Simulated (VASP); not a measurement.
SnO2, 12 atoms in the cell. It takes space group C2/m (No. 12, monoclinic). The conventional cell has a = 6.741 Å, b = 6.812 Å, c = 3.181 Å, α = 90.00°, β = 91.91°, γ = 90.00°. Sn (site symmetry 2/m) has 6 O at 2.07 Å within 2.7 Å. Within 2.7 Å of Sn (site symmetry 2/m) lie 6 O at 2.04 to 2.09 Å. O (site symmetry 2) has 3 Sn at 2.07 to 2.09 Å and 1 O at 2.64 Å within 2.7 Å. Within 2.7 Å of O (site symmetry m) lie 3 Sn at 2.04 to 2.08 Å and 1 O at 2.61 Å. 

| Quantity | Value |
| --- | --- |
| Program | VASP 6.6.1 |
| Task | single point |
| Functional | LDA |
| Potentials or basis | VASP PAW LDA potentials, release 64 (Sn_d, O) |
| Cutoff | 520 eV |
| k mesh | 6 × 6 × 6 |
| Occupations | gaussian, width 0.02 eV |
| Spin | no spin polarisation |
| Dipole correction | no |
| Further INCAR settings | ALGO = Normal; EDIFF = 1e-07; NBANDS = 64 |

Potentials or basis: VASP PAW LDA potentials, release 64 (Sn_d, O).

Launch:

```console
$ cat potpaw_LDA.64/Sn_d/POTCAR potpaw_LDA.64/O/POTCAR > POTCAR
$ mpirun -np 1 vasp_std > vasp.out
```

Hardware: 1 thread of Intel(R) Xeon(R) Platinum 8259CL CPU @ 2.50GHz (Skylake/Cascade Lake) (shared host).

Estimate the wall time of this run.

Wall time 13 min on 1 thread of Intel(R) Xeon(R) Platinum 8259CL CPU @ 2.50GHz (Skylake/Cascade Lake) (shared host), peak memory 0.54 GiB. Counts: scf iterations 16, k points 68.
